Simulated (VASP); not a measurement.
Input of a VASP 6.6.1 run:

The input INCAR:

```
SYSTEM = ScSi2O3
PREC     = Accurate       ! precision mode
ENCUT    = 520            ! plane-wave cutoff, eV
EDIFF    = 1E-7           ! SCF threshold, eV
ISMEAR   = 0              ! smearing method
SIGMA    = 0.1            ! smearing width, eV
LREAL    = .False.        ! projectors in reciprocal space
LASPH    = .True.         ! aspherical terms in the spheres
NELM     = 80             ! most SCF steps
ALGO     = Normal         ! electronic algorithm
ISIF     = 2              ! what is computed and relaxed
LWAVE    = .False.        ! write WAVECAR
LCHARG   = .False.        ! write CHGCAR
GGA      = PE             ! functional
NBANDS   = 28             ! bands
```

File KPOINTS:

```
Automatic mesh
0
Gamma
  12 12 12
  0 0 0
```

POSCAR

```
ScSi2O3
1.0
    5.2413460148      0.0000000000      0.0000000000
   -2.6206730074      4.5391387989      0.0000000000
    0.0000000000      0.0000000000      2.9751672227
Sc Si O
1 2 3
Direct
    0.0000000000      0.0000000000      0.0000000000
    0.3333333333      0.6666666667      0.0000000000
    0.6666666667      0.3333333333      0.0000000000
    0.5000000000      0.0000000000      0.5000000000
    0.5000000000      0.5000000000      0.5000000000
    0.0000000000      0.5000000000      0.5000000000
```

Potentials or basis: VASP PAW PBE potentials, release 64 (Sc_sv, Si, O).

The run is started by

```console
$ cat potpaw_PBE.64/Sc_sv/POTCAR potpaw_PBE.64/Si/POTCAR potpaw_PBE.64/O/POTCAR > POTCAR
$ mpirun -np 1 vasp_std > vasp.out
```

Task: Predict the band gap on the k mesh.

Result: Zero (an odd number of electrons rules out a gap without spin polarisation).

Task: Predict the pressure.

Result: 0.1 GPa.

Stress tensor (GPa, compression positive):
```
0.03 0.00 0.00
0.00 0.03 0.00
0.00 0.00 0.15
```

Caveat: an odd number of electrons without spin polarisation forces a metal; a magnetic or distorted state may lie lower.
